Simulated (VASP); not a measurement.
# Te2Mo (P6_3/mmc) in VASP: notebook, part 3 of 3

VASP 6.6.1. Earlier steps stand in the parts before.

### Step 6. Single point, r2SCAN (biaxial strain in the a-b plane: -2.0 %)

The input, POSCAR:

```
Te2Mo
1.0
    3.4919881810      0.0000000000      0.0000000000
   -1.7459940905      3.0241504745      0.0000000000
    0.0000000000      0.0000000000     14.9086684236
Te Mo
4 2
Direct
    0.3333333333      0.6666666667      0.6285175435
    0.6666666667      0.3333333333      0.1285175435
    0.6666666667      0.3333333333      0.3714824565
    0.3333333333      0.6666666667      0.8714824565
    0.3333333333      0.6666666667      0.2500000000
    0.6666666667      0.3333333333      0.7500000000
```

The input, INCAR.step1:

```
PREC = Accurate ; ENCUT = 520
ISMEAR = 0 ; SIGMA = 0.02
LREAL = False ; LASPH = True
NELM = 100 ; NBANDS = 35
GGA = PE ; ALGO = Normal
EDIFF = 1E-4 ; LWAVE = True
LCHARG = False
```

The input, INCAR.step2:

```
PREC = Accurate ; ENCUT = 520
EDIFF = 1E-6 ; ISMEAR = 0
SIGMA = 0.02 ; LREAL = False
LASPH = True ; NELM = 100
ALGO = Normal ; ISIF = 2
LWAVE = False ; LCHARG = False
METAGGA = R2SCAN ; LMIXTAU = True
NBANDS = 35 ; ISTART = 1
```

The input, KPOINTS:

```
regular mesh
0
Gamma
  12 12 2
```

Potentials or basis: VASP PAW PBE potentials, release 64 (Te, Mo_sv).

Command:

```sh
$ cat potpaw_PBE.64/Te/POTCAR potpaw_PBE.64/Mo_sv/POTCAR > POTCAR
$ cp INCAR.step1 INCAR
$ mpirun -np 1 vasp_std > vasp.out
$ cp INCAR.step2 INCAR
$ mpirun -np 1 vasp_std > vasp.out
```

Run time: 21 min. Hardware: 1 thread of Oxide Virtual Turin-like, shared host; peak memory 0.39 GiB.

Results (log left out):

| Property | Result |
| --- | --- |
| Free energy | -155.6023 eV |
| Pressure | 2.5 GPa |
| Largest force | 0.099 eV/Å |
| Band gap on the k mesh | 1.04 eV (least direct gap 1.23 eV) |

Forces in eV/Å, atoms in the order of the input:
```
Te   0.000  0.000 -0.099
Te   0.000  0.000 -0.099
Te   0.000  0.000  0.099
Te   0.000  0.000  0.099
Mo   0.000  0.000  0.000
Mo   0.000  0.000  0.000
```

Stress tensor (GPa, compression positive):
```
3.40 0.00 0.00
0.00 3.40 0.00
0.00 0.00 0.68
```

Levels at points of the mesh, in eV from the valence-band top:
```tsv
k point	band 23	band 24	band 25	band 26	band 27	band 28	band 29	band 30
(0.00, 0.00, 0.00)	-0.98	-0.97	-0.97	-0.20	3.28	3.28	3.34	3.34
(0.50, 0.00, 0.00)	-0.92	-0.91	-0.43	-0.30	1.54	1.57	1.76	2.01
(0.00, 0.00, 0.50)	-0.98	-0.98	-0.37	-0.37	3.31	3.31	3.31	3.31
(0.50, 0.00, 0.50)	-0.91	-0.91	-0.37	-0.37	1.56	1.56	1.89	1.89
```

Caveat: the cell differs from its parent crystal (biaxial strain in the a-b plane: -2.0 %); the PAW data sets were made with another functional, which shifts forces and pressure a little; spin-orbit coupling is left out, which moves the levels of the heavy elements.

### Step 7. Single point, r2SCAN (biaxial strain in the a-b plane: +2.0 %)

POSCAR: that of step 6 with these lines changed.

```diff
@@ -2,5 +2,5 @@
 1.0
-    3.4919881810      0.0000000000      0.0000000000
-   -1.7459940905      3.0241504745      0.0000000000
-    0.0000000000      0.0000000000     14.9086684236
+    3.6345183108      0.0000000000      0.0000000000
+   -1.8172591554      3.1475851877      0.0000000000
+    0.0000000000      0.0000000000     14.5551031645
 Te Mo
```

The input, INCAR.step1:

```
SYSTEM = Te2Mo
PREC     = Accurate       ! precision mode
ENCUT    = 520            ! plane-wave cutoff, eV
ISMEAR   = 0              ! smearing method
SIGMA    = 0.02           ! smearing width, eV
LREAL    = .False.        ! projectors in reciprocal space
LASPH    = .True.         ! aspherical terms in the spheres
NELM     = 100            ! most SCF steps
NBANDS   = 35             ! bands
GGA      = PE             ! functional
ALGO     = Normal         ! electronic algorithm
EDIFF    = 1E-4           ! SCF threshold, eV
LWAVE    = .True.         ! write WAVECAR
LCHARG   = .False.        ! write CHGCAR
```

The input, INCAR.step2:

```
SYSTEM = Te2Mo
PREC     = Accurate       ! precision mode
ENCUT    = 520            ! plane-wave cutoff, eV
EDIFF    = 1E-6           ! SCF threshold, eV
ISMEAR   = 0              ! smearing method
SIGMA    = 0.02           ! smearing width, eV
LREAL    = .False.        ! projectors in reciprocal space
LASPH    = .True.         ! aspherical terms in the spheres
NELM     = 100            ! most SCF steps
ALGO     = Normal         ! electronic algorithm
ISIF     = 2              ! what is computed and relaxed
LWAVE    = .False.        ! write WAVECAR
LCHARG   = .False.        ! write CHGCAR
METAGGA  = R2SCAN         ! meta-GGA
LMIXTAU  = .True.       
NBANDS   = 35             ! bands
ISTART   = 1
```

The input, KPOINTS:

```
regular mesh
0
Gamma
  12 12 2
  0 0 0
```

Command:

```sh
$ cat potpaw_PBE.64/Te/POTCAR potpaw_PBE.64/Mo_sv/POTCAR > POTCAR
$ cp INCAR.step1 INCAR
$ mpirun -np 1 vasp_std > vasp.out
$ cp INCAR.step2 INCAR
$ mpirun -np 1 vasp_std > vasp.out
```

Wall time 22 min (1 thread of Oxide Virtual Turin-like, shared host); peak memory 0.39 GiB.

It converged, with:

| Item | Value |
| --- | --- |
| Free energy | -155.6111 eV |
| Pressure | -1.9 GPa |
| Largest force | 0.021 eV/Å |
| Band gap on the k mesh | 0.71 eV (least direct gap 0.92 eV) |

Forces on the atoms (eV/Å):
```
Te   0.000  0.000  0.021
Te   0.000  0.000  0.021
Te   0.000  0.000 -0.021
Te   0.000  0.000 -0.021
Mo   0.000  0.000  0.000
Mo   0.000  0.000  0.000
```

Stress tensor (GPa, compression positive):
```
-2.76  0.00  0.00
 0.00 -2.76  0.00
 0.00  0.00 -0.11
```

Levels at points of the mesh, in eV from the valence-band top:
```tsv
k point	band 22	band 23	band 24	band 25	band 26	band 27	band 28	band 29	band 30	band 31
(0.00, 0.00, 0.00)	-1.33	-1.33	-0.75	-0.58	0.00	2.68	2.68	2.75	2.75	2.97
(0.50, 0.00, 0.00)	-1.75	-0.96	-0.96	-0.91	-0.82	1.06	1.10	1.38	1.53	2.80
(0.00, 0.00, 0.50)	-1.34	-1.34	-1.34	-0.12	-0.12	2.71	2.71	2.71	2.71	3.04
(0.50, 0.00, 0.50)	-1.81	-0.92	-0.92	-0.89	-0.89	1.08	1.08	1.47	1.47	3.15
```

Caveat: the cell differs from its parent crystal (biaxial strain in the a-b plane: +2.0 %); the PAW data sets were made with another functional, which shifts forces and pressure a little; spin-orbit coupling is left out, which moves the levels of the heavy elements. A k mesh can miss the band edges.

### Step 8. Summary

| cell | gap on the mesh (eV) | pressure (GPa) | largest force (eV/Å) |
| --- | --- | --- | --- |
| a = 3.563, b = 3.563, c = 14.437 Å, angles 90.0, 90.0, 120.0°, 6 atoms, atomic positions A | 0.98 | 0.4 | 0.03 |
| a = 3.563, b = 3.563, c = 14.732 Å, angles 90.0, 90.0, 120.0°, 6 atoms, atomic positions B | 1.05 | 0.1 | 0.03 |
| a = 3.563, b = 3.563, c = 15.027 Å, angles 90.0, 90.0, 120.0°, 6 atoms, atomic positions C | 1.07 | 0.0 | 0.03 |
| a = 3.492, b = 3.492, c = 14.901 Å, angles 90.0, 90.0, 120.0°, 6 atoms, atomic positions D | 1.02 | 2.2 | 0.02 |
| a = 3.492, b = 3.492, c = 14.909 Å, angles 90.0, 90.0, 120.0°, 6 atoms, atomic positions B | 1.04 | 2.5 | 0.10 |
| a = 3.635, b = 3.635, c = 14.555 Å, angles 90.0, 90.0, 120.0°, 6 atoms, atomic positions B | 0.71 | -1.9 | 0.02 |

Alike in all rows: task single point; level r2SCAN; potentials or basis VASP PAW PBE potentials, release 64 (Te, Mo_sv); no spin polarisation; k mesh 12 × 12 × 2; cutoff (eV) 520; smearing gaussian 0.02 eV.

Caveats: the PAW data sets were made with another functional, which shifts forces and pressure a little; spin-orbit coupling is left out, which moves the levels of the heavy elements.

Absolute energies hang on the potentials; compare differences alone.
